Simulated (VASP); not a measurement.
Ag12CO, 14 atoms in the cell. The cell holds a slab with vacuum, 14 atoms: a = 5.761 Å, b = 5.761 Å, c = 22.970 Å, α = 90.00°, β = 90.00°, γ = 120.00°. 

* Program: VASP 6.6.1
* Task: single point
* Functional: PBE
* Dispersion: D3(BJ)
* Potentials or basis: VASP PAW PBE potentials, release 64 (Ag, C, O)
* Cutoff: 520 eV
* k mesh: 4 × 4 × 1
* Occupations: gaussian, width 0.1 eV
* Spin: no spin polarisation
* Dipole correction: yes
* Further INCAR settings: ALGO = Normal; EDIFF = 1e-06; NBANDS = 84

Potentials or basis: VASP PAW PBE potentials, release 64 (Ag, C, O).

The run is started by

```console
$ cat potpaw_PBE.64/Ag/POTCAR potpaw_PBE.64/C/POTCAR potpaw_PBE.64/O/POTCAR > POTCAR
$ mpirun -np 1 vasp_std > vasp.out
```

Hardware: 1 thread of Intel(R) Xeon(R) 6975P-C (Granite Rapids), on a shared host.

**Question.** How long does it take, and how much memory?

**Answer.** Wall time 17 min on 1 thread of Intel(R) Xeon(R) 6975P-C (Granite Rapids), on a shared host, peak memory 1 GiB. Counts: scf iterations 24, k points 10.
